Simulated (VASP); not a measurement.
# BaTiO3 (Pm-3m) in VASP: dielectric tensor with PBEsol

Aim: the dielectric tensor of BaTiO3 with PBEsol.

Everything below comes from runs of VASP 6.6.1. Logs are shortened: lines on timing, memory, paths and dates and some standing lists are left out, and cuts for length are marked.

**1. The cell of the first run**

Symmetry: Pm-3m, No. 221, cubic system. Conventional cell: a = 4.006 Å, b = 4.006 Å, c = 4.006 Å, α = 90.00°, β = 90.00°, γ = 90.00°. Ba (site symmetry m-3m) has 12 O at 2.83 Å and 8 Ti at 3.47 Å within 3.7 Å. Ti (site symmetry m-3m) has 6 O at 2.00 Å within 2.7 Å. Within 2.7 Å of O (site symmetry 4/mmm) lie 2 Ti at 2.00 Å.

**2. Dielectric tensor, PBEsol**

INCAR

```
SYSTEM = BaTiO3
ALGO = Normal
EDIFF = 1E-8
ENCUT = 520
GGA = PS
ISIF = 2
ISMEAR = 0
LASPH = .TRUE.
LCHARG = .FALSE.
LEPSILON = .TRUE.
LREAL = .FALSE.
LWAVE = .FALSE.
NELM = 80
PREC = Accurate
SIGMA = 0.01
```

KPOINTS

```
k-points
0
G
  6 6 6
  0 0 0
```

POSCAR

```
BaTiO3
1.0
    4.0060000000      0.0000000000      0.0000000000
    0.0000000000      4.0060000000      0.0000000000
    0.0000000000      0.0000000000      4.0060000000
Ba Ti O
1 1 3
Direct
    0.5000000000      0.5000000000      0.5000000000
    0.0000000000      0.0000000000      0.0000000000
    0.5000000000      0.0000000000      0.0000000000
    0.0000000000      0.5000000000      0.0000000000
    0.0000000000      0.0000000000      0.5000000000
```

Potentials or basis: VASP PAW PBE potentials, release 64 (Ba_sv, Ti_sv, O).

The run is started by

```sh
$ cat potpaw_PBE.64/Ba_sv/POTCAR potpaw_PBE.64/Ti_sv/POTCAR potpaw_PBE.64/O/POTCAR > POTCAR
$ mpirun -np 1 vasp_std > vasp.out
```

OUTCAR:

```text
SYSTEM = BaTiO3
   EDIFF = 1E-8
   ENCUT = 520
   GGA = PS
   ISIF = 2
   ISMEAR = 0
   LASPH = .TRUE.
   LEPSILON = .TRUE.
   LREAL = .FALSE.
   NELM = 80
   PREC = Accurate

 ion  position               nearest neighbor table
   1  0.500  0.500  0.500-   3 2.83   4 2.83   5 2.83   3 2.83   4 2.83   3 2.83   5 2.83   3 2.83
                             4 2.83   5 2.83   4 2.83   5 2.83   2 3.47   2 3.47   2 3.47   2 3.47
   2  0.000  0.000  0.000-   3 2.00   4 2.00   5 2.00   5 2.00   4 2.00   3 2.00   1 3.47   1 3.47
                             1 3.47   1 3.47   1 3.47   1 3.47   1 3.47   1 3.47
   3  0.500  0.000  0.000-   2 2.00   2 2.00   1 2.83   1 2.83   1 2.83   1 2.83
   4  0.000  0.500  0.000-   2 2.00   2 2.00   1 2.83   1 2.83   1 2.83   1 2.83
   5  0.000  0.000  0.500-   2 2.00   2 2.00   1 2.83   1 2.83   1 2.83   1 2.83

  LATTYP: Found a simple cubic cell.
 ALAT       =     4.0060000000

  Lattice vectors:

 A1 = (   4.0060000000,   0.0000000000,   0.0000000000)
 A2 = (   0.0000000000,   4.0060000000,   0.0000000000)
 A3 = (   0.0000000000,   0.0000000000,   4.0060000000)

Analysis of symmetry for initial positions (statically):
=====================================================================
 Subroutine PRICEL returns:
 Original cell was already a primitive cell.

 Routine SETGRP: Setting up the symmetry group for a
 simple cubic supercell.

 Subroutine GETGRP returns: Found 48 space group operations
 (whereof 48 operations were pure point group operations)
 out of a pool of 48 trial point group operations.

The static configuration has the point symmetry O_h .

Analysis of symmetry for dynamics (positions and initial velocities):
=====================================================================
 Subroutine PRICEL returns:
 Original cell was already a primitive cell.

 Routine SETGRP: Setting up the symmetry group for a
 simple cubic supercell.

 Subroutine GETGRP returns: Found 48 space group operations
 (whereof 48 operations were pure point group operations)
 out of a pool of 48 trial point group operations.

The dynamic configuration has the point symmetry O_h .

 Subroutine INISYM returns: Found 48 space group operations
 (whereof 48 operations are pure point group operations),
 and found     1 'primitive' translations

----------------------------------------------------------------------------------------

                                     Primitive cell

  volume of cell :      64.2884

  direct lattice vectors                    reciprocal lattice vectors
     4.006000000  0.000000000  0.000000000     0.249625562  0.000000000  0.000000000
     0.000000000  4.006000000  0.000000000     0.000000000  0.249625562  0.000000000
     0.000000000  0.000000000  4.006000000     0.000000000  0.000000000  0.249625562

  length of vectors
     4.006000000  4.006000000  4.006000000     0.249625562  0.249625562  0.249625562

  position of ions in fractional coordinates (direct lattice)
     0.500000000  0.500000000  0.500000000
     0.000000000  0.000000000  0.000000000
     0.500000000  0.000000000  0.000000000
     0.000000000  0.500000000  0.000000000
     0.000000000  0.000000000  0.500000000

  ion indices of the primitive-cell ions
   primitive index   ion index
                 1           1
                 2           2
                 3           3
                 4           4
                 5           5

----------------------------------------------------------------------------------------

 KPOINTS: k-points

Automatic generation of k-mesh.
 Grid dimensions read from file:
 generate k-points for:    6    6    6

[... 87 lines left out ...]
   LEPSILON=     T    determine dielectric tensor
   LRPA    =     F    only Hartree local field effects (RPA)
 non-spin polarized calculation
 Gauss-broadening in eV      SIGMA  =   0.01
  energy-cutoff  :      520.00
  volume of cell :       64.29
 maximum number of plane-waves:      1755
 NGX is ok and might be reduce to    30
   NGX = 15   NGY = 15   NGZ = 15

--------------------------------------- Ionic step        1  -------------------------------------------

 number of electron      39.9999976 magnetization

 E-fermi :   3.8815     XC(G=0): -11.5040

 val. band max:        3.6704702850   @ k =   0.5000   0.5000   0.5000
 cond. band min:       5.3640365231   @ k =   0.0000   0.0000   0.0000
 fundamental gap:      1.6935662381
 Fermi energy:         3.8815218435

 k-point     1 :       0.0000    0.0000    0.0000
  band No.  band energies     occupation
      1     -52.7119      2.00000
      2     -29.0340      2.00000
      3     -29.0340      2.00000
      4     -29.0340      2.00000
      5     -21.0937      2.00000
      6     -13.1388      2.00000
[... 529 lines left out ...]
     23       7.8245      0.00000
     24      10.2890      0.00000

  FORCE on cell =-STRESS in cart. coord.  units (eV):
  Direction    XX          YY          ZZ          XY          YZ          ZX
  --------------------------------------------------------------------------------------
  -------------------------------------------------------------------------------------
  Total       -1.1276144     -1.1276144     -1.1276144      0.0000000     -0.0000000      0.0000000
  in kB      -28.1020733    -28.1020733    -28.1020733      0.0000000     -0.0000000      0.0000000
  external PRESSURE =     -28.1020733 kB  Pullay stress =       0.0000000 kB

 VOLUME and BASIS-vectors are now :
 -----------------------------------------------------------------------------
  energy-cutoff  :      520.00
  volume of cell :       64.29
      direct lattice vectors                 reciprocal lattice vectors
     4.006000000  0.000000000  0.000000000     0.249625562  0.000000000  0.000000000
     0.000000000  4.006000000  0.000000000     0.000000000  0.249625562  0.000000000
     0.000000000  0.000000000  4.006000000     0.000000000  0.000000000  0.249625562

 POSITION                                       TOTAL-FORCE (eV/Angst)
 -----------------------------------------------------------------------------------
      2.00300      2.00300      2.00300         0.000000      0.000000      0.000000
      0.00000      0.00000      0.00000         0.000000      0.000000      0.000000
      2.00300      0.00000      0.00000         0.000000      0.000000      0.000000
      0.00000      2.00300      0.00000         0.000000      0.000000      0.000000
      0.00000      0.00000      2.00300         0.000000      0.000000      0.000000
 -----------------------------------------------------------------------------------
    total drift:                                0.000000     -0.000000      0.000000

  FREE ENERGIE OF THE ION-ELECTRON SYSTEM (eV)
  ---------------------------------------------------
  free  energy   TOTEN  =       -41.9730837940 eV

  energy  without entropy=      -41.9730837940  energy(sigma->0) =      -41.97308379

 HEAD OF MICROSCOPIC STATIC DIELECTRIC TENSOR (INDEPENDENT PARTICLE, excluding Hartree and local field effects)
 ------------------------------------------------------
           7.086629    -0.000000     0.000000
          -0.000000     7.086629    -0.000000
           0.000000    -0.000000     7.086629
 ------------------------------------------------------

 Free energy of the ion-electron system (eV)
  ---------------------------------------------------
  ---------------------------------------------------
  free energy    TOTEN  =        -1.10064451 eV

  energy without entropy =       -1.10064451

------------------------ aborting loop because EDIFF is reached ----------------------------------------

--------------------------------------- Ionic step        2  -------------------------------------------

------------------------ aborting loop because EDIFF is reached ----------------------------------------

--------------------------------------- Ionic step        3  -------------------------------------------

 Free energy of the ion-electron system (eV)
  ---------------------------------------------------
  ---------------------------------------------------
  free energy    TOTEN  =        -1.10060421 eV

  energy without entropy =       -1.10060421

------------------------ aborting loop because EDIFF is reached ----------------------------------------

 PIEZOELECTRIC TENSOR FIELD DIRECTION 3  (e Angst)
 -----------------------------------------------------------------------------
     0.00812  0.00000  0.00000           ( -0.00003  0.00000  0.00000)
     0.00000  0.00812 -0.00000           (  0.00000 -0.00003 -0.00000)
     0.00000 -0.00000 -0.01434           (  0.00000 -0.00000  0.00036)

 PIEZOELECTRIC TENSOR FIELD DIRECTION 3  (C/m^2)
 -----------------------------------------------------------------------------
     0.00202  0.00000  0.00000
     0.00000  0.00202 -0.00000
     0.00000 -0.00000 -0.00357

 MACROSCOPIC STATIC DIELECTRIC TENSOR (including local field effects in DFT)
 ------------------------------------------------------
           6.897667    -0.000000    -0.000000
          -0.000000     6.897667    -0.000000
           0.000000    -0.000000     6.897667
 ------------------------------------------------------

 PIEZOELECTRIC TENSOR (including local field effects)  for field in x, y, z        (e  Angst)
          XX          YY          ZZ          XY          YZ          ZX
  --------------------------------------------------------------------------------
  x     0.00000     0.00000     0.00000     0.00000     0.00000     0.00000
  y     0.00000     0.00000     0.00000     0.00000     0.00000     0.00000
  z     0.00000     0.00000     0.00000     0.00000     0.00000     0.00000

 PIEZOELECTRIC TENSOR (including local field effects)  for field in x, y, z        (C/m^2)
          XX          YY          ZZ          XY          YZ          ZX
  --------------------------------------------------------------------------------
  x     0.00000     0.00000     0.00000     0.00000     0.00000     0.00000
  y     0.00000     0.00000     0.00000     0.00000     0.00000     0.00000
  z     0.00000     0.00000     0.00000     0.00000     0.00000     0.00000

 BORN EFFECTIVE CHARGES (including local field effects) (in |e|, cummulative output)
 ---------------------------------------------------------------------------------
 ion    1
    1     2.74432     0.00000     0.00000
    2     0.00000     2.74432    -0.00000
    3     0.00000     0.00000     2.74432
 ion    2
    1     7.47780     0.00000    -0.00000
    2     0.00000     7.47780     0.00000
    3     0.00000     0.00000     7.47780
 ion    3
    1    -5.92352    -0.00000     0.00000
    2     0.00000    -2.14930    -0.00000
    3    -0.00000    -0.00000    -2.14930
 ion    4
    1    -2.14930     0.00000     0.00000
    2    -0.00000    -5.92352     0.00000
    3    -0.00000    -0.00000    -2.14930
 ion    5
    1    -2.14930    -0.00000     0.00000
    2    -0.00000    -2.14930     0.00000
    3     0.00000    -0.00000    -5.92352
```

Run time: 9.8 min. Hardware: 1 thread of Intel Xeon 6975P-C (Granite Rapids), shared host; peak memory 0.31 GiB.

What came out:

| Property | Result |
| --- | --- |
| Band gap on the k mesh | 1.69 eV, indirect (least direct gap 1.84 eV) |
| Electronic dielectric tensor (diagonal) | 6.90 |
| Born charges (mean of the diagonal) | Ba +2.74; Ti +7.48; O -3.41 e |

Electronic dielectric tensor:
```
6.90 0.00 0.00
0.00 6.90 0.00
0.00 0.00 6.90
```

Born effective charge tensors (e):
atom 1, Ba
```
2.74 0.00 0.00
0.00 2.74 0.00
0.00 0.00 2.74
```
atom 2, Ti
```
7.48 0.00 0.00
0.00 7.48 0.00
0.00 0.00 7.48
```
atom 3, O
```
-5.92  0.00  0.00
 0.00 -2.15  0.00
 0.00  0.00 -2.15
```
atom 4, O
```
-2.15  0.00  0.00
 0.00 -5.92  0.00
 0.00  0.00 -2.15
```
atom 5, O
```
-2.15  0.00  0.00
 0.00 -2.15  0.00
 0.00  0.00 -5.92
```

Caveat: the PAW data sets were made with another functional, which shifts forces and pressure a little; spin-orbit coupling is left out, which moves the levels of the heavy elements. A k mesh can miss the band edges.
